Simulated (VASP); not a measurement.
# Ge (P6_3/mmc) in VASP: single point with PBE

Aim: the single point of Ge with PBE.

Program: VASP 6.6.1. These are calculated values, not measurements. Logs are shortened: lines on timing, memory, paths and dates and some standing lists are left out, and cuts for length are marked.

### 1 The cell of the first run

The structure is hexagonal, space group P6_3/mmc (No. 194). Conventional cell: a = 7.408 Å, b = 7.408 Å, c = 4.131 Å, α = 90.00°, β = 90.00°, γ = 120.00°. Within 3.3 Å of Ge (site symmetry mm2) lie 4 Ge at 2.47 to 2.53 Å.

The cell was generated, and may not be a known phase.

### 2 Single point, PBE

INCAR reads:

```
SYSTEM = Ge
ALGO = Normal
EDIFF = 1E-6
ENCUT = 500
GGA = PE
GGA_COMPAT = .False.
ISIF = 2
ISMEAR = 0
LASPH = .True.
LCHARG = .False.
LREAL = .False.
LWAVE = .False.
NBANDS = 51
NELM = 120
PREC = Accurate
SIGMA = 0.1
```

KPOINTS reads:

```
k-points
0
Gamma
  6 6 10
  0 0 0
```

POSCAR reads:

```
Ge
1.0
    7.4078205372      0.0000000000      0.0000000000
   -3.7039102686      6.4153607719      0.0000000000
    0.0000000000      0.0000000000      4.1312277168
Ge
6
Direct
    0.8946345672      0.4473172836      0.2500000000
    0.4473172836      0.8946345672      0.7500000000
    0.4473172836      0.5526827164      0.7500000000
    0.1053654328      0.5526827164      0.7500000000
    0.5526827164      0.4473172836      0.2500000000
    0.5526827164      0.1053654328      0.2500000000
```

Potentials or basis: VASP PAW PBE potentials, release 64 (Ge_d).

On the command line:

```
> cat potpaw_PBE.64/Ge_d/POTCAR > POTCAR
> mpirun -np 1 vasp_std > vasp.out
```

OUTCAR:

```text
SYSTEM = Ge
   EDIFF = 1E-6
   ENCUT = 500
   GGA = PE
   ISIF = 2
   ISMEAR = 0
   LASPH = .True.
   LREAL = .False.
   NELM = 120
   PREC = Accurate

 ion  position               nearest neighbor table
   1  0.895  0.447  0.250-   4 2.47   4 2.47   5 2.53   6 2.53
   2  0.447  0.895  0.750-   6 2.47   6 2.47   3 2.53   4 2.53
   3  0.447  0.553  0.750-   5 2.47   5 2.47   4 2.53   2 2.53
   4  0.105  0.553  0.750-   1 2.47   1 2.47   3 2.53   2 2.53
   5  0.553  0.447  0.250-   3 2.47   3 2.47   1 2.53   6 2.53
   6  0.553  0.105  0.250-   2 2.47   2 2.47   5 2.53   1 2.53

  LATTYP: Found a hexagonal cell.
 ALAT       =     7.4078205372
 C/A-ratio  =     0.5576846383

  Lattice vectors:

 A1 = (   7.4078205372,   0.0000000000,   0.0000000000)
 A2 = (  -3.7039102686,   6.4153607719,   0.0000000000)
 A3 = (   0.0000000000,   0.0000000000,   4.1312277168)

Analysis of symmetry for initial positions (statically):
=====================================================================
 Subroutine PRICEL returns:
 Original cell was already a primitive cell.

 Routine SETGRP: Setting up the symmetry group for a
 hexagonal supercell.

 Subroutine GETGRP returns: Found 24 space group operations
 (whereof 12 operations were pure point group operations)
 out of a pool of 24 trial point group operations.

The static configuration has the point symmetry D_3d.
 The point group associated with its full space group is D_6h.

Analysis of symmetry for dynamics (positions and initial velocities):
=====================================================================
 Subroutine PRICEL returns:
 Original cell was already a primitive cell.

 Routine SETGRP: Setting up the symmetry group for a
 hexagonal supercell.

 Subroutine GETGRP returns: Found 24 space group operations
 (whereof 12 operations were pure point group operations)
 out of a pool of 24 trial point group operations.

The dynamic configuration has the point symmetry D_3d.
 The point group associated with its full space group is D_6h.

 Subroutine INISYM returns: Found 24 space group operations
 (whereof 12 operations are pure point group operations),
 and found     1 'primitive' translations

----------------------------------------------------------------------------------------

                                     Primitive cell

  volume of cell :     196.3318

  direct lattice vectors                    reciprocal lattice vectors
     7.407820537  0.000000000  0.000000000     0.134992471  0.077937940  0.000000000
    -3.703910269  6.415360772  0.000000000     0.000000000  0.155875879  0.000000000
     0.000000000  0.000000000  4.131227717     0.000000000  0.000000000  0.242058794

  length of vectors
     7.407820537  7.407820537  4.131227717     0.155875879  0.155875879  0.242058794

  position of ions in fractional coordinates (direct lattice)
     0.894634567  0.447317284  0.250000000
     0.447317284  0.894634567  0.750000000
     0.447317284  0.552682716  0.750000000
     0.105365433  0.552682716  0.750000000
     0.552682716  0.447317284  0.250000000
     0.552682716  0.105365433  0.250000000

  ion indices of the primitive-cell ions
   primitive index   ion index
                 1           1
                 2           2
                 3           3
                 4           4
                 5           5
                 6           6

----------------------------------------------------------------------------------------

 KPOINTS: k-points

Automatic generation of k-mesh.
 Grid dimensions read from file:
 generate k-points for:    6    6   10

 Generating k-lattice:

  Cartesian coordinates                     Fractional coordinates (reciprocal lattice)
     0.022498745  0.012989657  0.000000000     0.166666667  0.000000000  0.000000000
     0.000000000  0.025979313  0.000000000     0.000000000  0.166666667  0.000000000
     0.000000000  0.000000000  0.024205879     0.000000000  0.000000000  0.100000000

  Length of vectors
     0.025979313  0.025979313  0.024205879

  Shift w.r.t. Gamma in fractional coordinates (k-lattice)
     0.000000000  0.000000000  0.000000000

 Subroutine IBZKPT returns following result:
 ===========================================

 Found     42 irreducible k-points:

 Following reciprocal coordinates:
            Coordinates               Weight
  0.000000  0.000000  0.000000      1.000000
  0.166667  0.000000  0.000000      6.000000
  0.333333  0.000000  0.000000      6.000000
  0.500000  0.000000  0.000000      3.000000
  0.166667  0.166667  0.000000      6.000000
  0.333333  0.166667  0.000000     12.000000
[... 16 lines left out ...]
  0.166667  0.000000  0.300000     12.000000
  0.333333  0.000000  0.300000     12.000000
 [... further k-points ...]
   k-points           NKPTS =     42   k-points in BZ     NKDIM =     42   number of bands    NBANDS=     51
   number of dos      NEDOS =    301   number of ions     NIONS =      6
   total plane-waves  NPLWV =  87480
   dimension x,y,z NGX =    54 NGY =   54 NGZ =   30
   dimension x,y,z NGXF=   108 NGYF=  108 NGZF=   60
   ions per type =               6
   NGX,Y,Z   is equivalent  to a cutoff of  12.12, 12.12, 12.07 a.u.
   NGXF,Y,Z  is equivalent  to a cutoff of  24.24, 24.24, 24.14 a.u.
 SYSTEM =  Ge
   PREC   = accura    normal or accurate (medium, high low for compatibility)
   ISTART =      0    job   : 0-new  1-cont  2-samecut
   ICHARG =      2    charge: 1-file 2-atom 10-const
   ISPIN  =      1    spin polarized calculation?
   LNONCOLLINEAR =      F non collinear calculations
   LSORBIT =      F    spin-orbit coupling
   LASPH  =      T    aspherical Exc in radial PAW
   ENCUT  =  500.0 eV  36.75 Ry    6.06 a.u.  13.51 13.51  7.53*2*pi/ulx,y,z
   NELM   =    120;   NELMIN=  2; NELMDL= -5     # of ELM steps
   EDIFF  = 0.1E-05   stopping-criterion for ELM
   LREAL  =      F    real-space projection
   EDIFFG = 0.1E-04   stopping-criterion for IOM
   NSW    =      0    number of steps for IOM
   IBRION =     -1    ionic relax: 0-MD 1-quasi-New 2-CG
   NFREE  =      0    steps in history (QN), initial steepest desc. (CG)
   ISIF   =      2    stress and relaxation
   ISYM   =      2    0-nonsym 1-usesym 2-fastsym
   POTIM  = 0.5000    time-step for ionic-motion
   TEBEG  =    0.0;   TEEND  =   0.0 temperature during run
   PSTRESS=    0.0 pullay stress
   NELECT =      84.0000    total number of electrons
   NUPDOWN=      -1.0000    fix difference up-down
   EMIN   =  10.00;   EMAX   =-10.00  energy-range for DOS
   EFERMI =   0.00;   METHOD = LEGACY
   ISMEAR =     0;   SIGMA  =   0.10  broadening in eV -4-tet -1-fermi 0-gaus
   EFERMI_NEDOS =   21; number of points for ismear=-14 and -15
   IALGO  =     38    algorithm
   IMIX   =      4    mixing-type and parameters
     AMIX     =   0.40;   BMIX     =  1.00
     AMIX_MAG =   1.60;   BMIX_MAG =  1.00
  volume/ion in A,a.u.               =      32.72       220.82
  Fermi-wavevector in a.u.,A,eV,Ry     =   1.233591  2.331148 20.704607  1.521746
  Thomas-Fermi vector in A             =   2.368315
   LORBIT       =      0    0 simple, 1 ext, 2 COOP (PROOUT), +10 PAW based schemes
   GGA     = PE    functional components
   LHFCALC =     F    Hartree Fock is set to
   AEXX    =    0.0000 exact exchange contribution
   IVDW    =     0    specifies the selected vdW correction
   LEPSILON=     F    determine dielectric tensor
   LRPA    =     F    only Hartree local field effects (RPA)
 non-spin polarized calculation
 Gauss-broadening in eV      SIGMA  =   0.10
  energy-cutoff  :      500.00
  volume of cell :      196.33
 maximum number of plane-waves:      5049
   NGX = 27   NGY = 27   NGZ = 15

 number of electron      84.0000072 magnetization

 Free energy of the ion-electron system (eV)
  ---------------------------------------------------
  ext. energy  EPLUGINS =         0.00000000
  ---------------------------------------------------
  free energy    TOTEN  =       -25.24508743 eV

  energy without entropy =      -25.24274684  energy(sigma->0) =      -25.24391713

 E-fermi :   2.2352     XC(G=0):  -7.8093

 val. band max:        2.1650608898   @ k =   0.0000   0.0000   0.2000
 cond. band min:       2.2362569383   @ k =   0.5000   0.0000   0.0000
 fundamental gap:      0.0711960485
 Fermi energy:         2.2352467254

 k-point     1 :       0.0000    0.0000    0.0000
  band No.  band energies     occupation
      1     -22.7941      2.00000
      2     -22.7884      2.00000
      3     -22.7217      2.00000
      4     -22.7217      2.00000
      5     -22.7179      2.00000
      6     -22.7179      2.00000
[... 43 lines left out ...]
     50       5.2836      0.00000
     51       8.3945      0.00000

 k-point     2 :       0.1667    0.0000    0.0000
  band No.  band energies     occupation
      1     -22.7909      2.00000
      2     -22.7849      2.00000
      3     -22.7281      2.00000
      4     -22.7237      2.00000
      5     -22.7222      2.00000
      6     -22.7159      2.00000
[... 43 lines left out ...]
     50       5.5803      0.00000
     51       8.0545      0.00000

 k-point     3 :       0.3333    0.0000    0.0000
  band No.  band energies     occupation
      1     -22.7822      2.00000
      2     -22.7757      2.00000
      3     -22.7424      2.00000
      4     -22.7342      2.00000
      5     -22.7233      2.00000
      6     -22.7104      2.00000
[... 43 lines left out ...]
     50       6.4004      0.00000
     51       6.7816      0.00000
[... 1027 lines left out ...]
 k-point    23 :       0.1667    0.0000    0.3000
  band No.  band energies     occupation
      1     -22.8103      2.00000
      2     -22.7513      2.00000
      3     -22.7453      2.00000
      4     -22.7353      2.00000
      5     -22.7339      2.00000
      6     -22.7157      2.00000
[... 43 lines left out ...]
     50       6.7886      0.00000
     51       7.3012      0.00000

 k-point    24 :       0.3333    0.0000    0.3000
  band No.  band energies     occupation
      1     -22.8014      2.00000
      2     -22.7619      2.00000
      3     -22.7422      2.00000
      4     -22.7335      2.00000
      5     -22.7322      2.00000
      6     -22.7149      2.00000
[... 43 lines left out ...]
     50       6.9171      0.00000
     51       7.2778      0.00000

 [... further k-points ...]

------------------------ aborting loop because EDIFF is reached ----------------------------------------

  FORCE on cell =-STRESS in cart. coord.  units (eV):
  Direction    XX          YY          ZZ          XY          YZ          ZX
  --------------------------------------------------------------------------------------
  -------------------------------------------------------------------------------------
  Total       -0.1113327     -0.1113327     -0.1551175      0.0000000     -0.0000000      0.0000000
  in kB       -0.9085371     -0.9085371     -1.2658452      0.0000000     -0.0000000      0.0000000
  external PRESSURE =      -1.0276398 kB  Pullay stress =       0.0000000 kB

 VOLUME and BASIS-vectors are now :
 -----------------------------------------------------------------------------
  energy-cutoff  :      500.00
  volume of cell :      196.33
      direct lattice vectors                 reciprocal lattice vectors
     7.407820537  0.000000000  0.000000000     0.134992471  0.077937940  0.000000000
    -3.703910269  6.415360772  0.000000000     0.000000000  0.155875879  0.000000000
     0.000000000  0.000000000  4.131227717     0.000000000  0.000000000  0.242058794

 POSITION                                       TOTAL-FORCE (eV/Angst)
 -----------------------------------------------------------------------------------
      4.97047      2.86970      1.03281        -0.004916     -0.002838      0.000000
      0.00000      5.73940      3.09842         0.000000     -0.005677     -0.000000
      1.26656      3.54566      3.09842        -0.004916      0.002838      0.000000
     -1.26656      3.54566      3.09842         0.004916      0.002838     -0.000000
      2.43735      2.86970      1.03281         0.004916     -0.002838     -0.000000
      3.70391      0.67596      1.03281         0.000000      0.005677      0.000000
 -----------------------------------------------------------------------------------
    total drift:                               -0.000000      0.000000      0.000000

  FREE ENERGIE OF THE ION-ELECTRON SYSTEM (eV)
  ---------------------------------------------------
  free  energy   TOTEN  =       -25.2450874266 eV

  energy  without entropy=      -25.2427468354  energy(sigma->0) =      -25.24391713
```

Run time: 6.7 min. Hardware: 1 thread of Oxide Virtual Turin-like, shared host; peak memory 0.4 GiB.

Results:

```
Free energy            : -25.2451 eV
Pressure               : -0.1 GPa
Largest force          : 0.006 eV/Å
Band gap on the k mesh : zero (bands 42 and 43 overlap by 0.07 eV)
```

Forces in eV/Å, atoms in the order of the input:
```
Ge  -0.005 -0.003  0.000
Ge   0.000 -0.006  0.000
Ge  -0.005  0.003  0.000
Ge   0.005  0.003  0.000
Ge   0.005 -0.003  0.000
Ge   0.000  0.006  0.000
```

Levels at points of the mesh, in eV from the Fermi level:
| k point | band 39 | band 40 | band 41 | band 42 | band 43 | band 44 | band 45 | band 46 |
| --- | --- | --- | --- | --- | --- | --- | --- | --- |
| (0.00, 0.00, 0.00) | -1.24 | -1.24 | -0.80 | -0.80 | 0.28 | 0.36 | 0.36 | 1.29 |
| (0.50, 0.00, 0.00) | -2.16 | -2.06 | -1.25 | -1.00 | 0.00 | 0.51 | 1.17 | 2.75 |
| (0.00, 0.00, 0.50) | -1.84 | -1.84 | -1.84 | -1.84 | 2.34 | 2.34 | 2.99 | 2.99 |
| (0.50, 0.00, 0.50) | -2.18 | -2.18 | -1.46 | -1.46 | 0.39 | 0.39 | 1.73 | 1.73 |

Caveat: semilocal functionals underestimate gaps, and a narrow one can read as zero.

The gap in the log of VASP goes by the Fermi energy; the results here count the filled bands.